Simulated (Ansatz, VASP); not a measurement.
# One calculation of Mg7O, two programs

The input INCAR:

```
PREC = Accurate
ENCUT = 600
EDIFF = 1E-7
ISMEAR = 0
SIGMA = 0.1
LREAL = F
LASPH = T
NELM = 60
ALGO = Normal
ISIF = 3
LWAVE = F
LCHARG = F
GGA = PE
IBRION = 2
NSW = 100
EDIFFG = -0.01
```

The input KPOINTS:

```
regular mesh
0
Gamma
  6 6 8
```

File POSCAR:

```
Mg7O
1.0
    5.8347444894      0.0000000000      0.0000000000
   -2.9173722447      5.0530369524      0.0000000000
    0.0000000000      0.0000000000      5.7512812129
Mg O
7 1
Direct
    0.5000000000      0.0000000000      0.7506004864
    0.0000000000      0.5000000000      0.7506004864
    0.5000000000      0.5000000000      0.7506004864
    0.0000000000      0.5000000000      0.2493995136
    0.5000000000      0.0000000000      0.2493995136
    0.5000000000      0.5000000000      0.2493995136
    0.0000000000      0.0000000000      0.5000000000
    0.0000000000      0.0000000000      0.0000000000
```

Input for Ansatz:

```yaml
crystal:
  lattice:
    - [5.8347444894, 0.0, 0.0]
    - [-2.9173722447, 5.0530369524, 0.0]
    - [0.0, 0.0, 5.7512812129]
  atoms:
    - { symbol: Mg, position: [0.5, 0.0, 0.7506004864] }
    - { symbol: Mg, position: [0.0, 0.5, 0.7506004864] }
    - { symbol: Mg, position: [0.5, 0.5, 0.7506004864] }
    - { symbol: Mg, position: [0.0, 0.5, 0.2493995136] }
    - { symbol: Mg, position: [0.5, 0.0, 0.2493995136] }
    - { symbol: Mg, position: [0.5, 0.5, 0.2493995136] }
    - { symbol: Mg, position: [0.0, 0.0, 0.5] }
    - { symbol: O, position: [0.0, 0.0, 0.0] }
basis:
  ecutwfc: 420
kpoints:
  mp_grid: { grid: [6, 6, 8] }
hamiltonian:
  xc: pbe
scf:
  occupations: { method: gaussian, width: 0.1 }
output:
  forces: true
  stress: true
  eigenvalues: true
  write_density: true
  write_potential: true
  elf: true
  volumetric_format: npy
relax:
  adjacent_minimum: "off"
  f_tol: 0.01
  max_steps: 80
  cell: { stress_tol: 0.05 }
```

Alike in both runs: task relaxation of cell and atoms; functional PBE; k mesh 6 × 6 × 8; occupations gaussian, width 0.1 eV; no spin polarisation.

|  | VASP | Ansatz |
| --- | --- | --- |
| version | VASP 6.6.1 | Ansatz 0.2.0 |
| potentials or method | VASP PAW PBE potentials, release 64 (Mg, O), cutoff 600 eV | scalar-relativistic, plane waves, PAW |
| valence electrons in the cell | 20 | 76 |

VASP gave:

* gap on the k mesh at the Fermi level, each at its own relaxed structure (eV): none
* relaxed volume (Å³/atom): 21.14
* relaxed cell length with the largest relative difference (Å): 5.810

**Question.** What did Ansatz give for the same quantities?

**Answer.** gap on the k mesh at the Fermi level, each at its own relaxed structure (eV): none; relaxed volume (Å³/atom): 21.19; relaxed cell length with the largest relative difference (Å): 5.816.

A gap of «none» marks a metal or a gap that the smearing closes. VASP's potentials hold 20 valence electrons a cell and Ansatz's 76, so a difference there can come from the potentials and not from the codes.
